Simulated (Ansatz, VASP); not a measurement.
## Two plane-wave programs on SiF

```
Si F
1.0
     3.98298    0.00000    0.00000
    -1.99149    3.44937    0.00000
     0.00000    0.00000    5.98168
Si F
2 2
Cartesian
  1.9915 1.1498 5.6357
  0.0000 2.2996 0.3460
  1.9915 1.1498 4.0093
  0.0000 2.2996 1.9724
```

Alike in both runs: functional PBE; k mesh 6 × 6 × 4; occupations gaussian, width 0.2 eV; no spin polarisation.

Ansatz relaxed the structure, and its values are those at the end. VASP's run is a single point on that final structure, the one shown.

```csv
,VASP,Ansatz
version,VASP 6.6.1,Ansatz 0.2.0
potentials or method,"VASP PAW PBE potentials, release 64 (Si, F), cutoff 520 eV","scalar-relativistic, plane waves, PAW"
valence electrons in the cell,22,22
```

Ansatz gave:

| Quantity | Value |
| --- | --- |
| gap on the k mesh at the Fermi level (eV) | 0.54 |
| least direct gap on the mesh (eV) | 0.54 |
| pressure (GPa) | 0.1 |
| rms of the force components (eV/Å) | 0.017 |

Task: Estimate VASP's values.

Result: gap on the k mesh at the Fermi level (eV): 0.54; least direct gap on the mesh (eV): 0.54; pressure (GPa): 0.3; rms of the force components (eV/Å): 0.132.
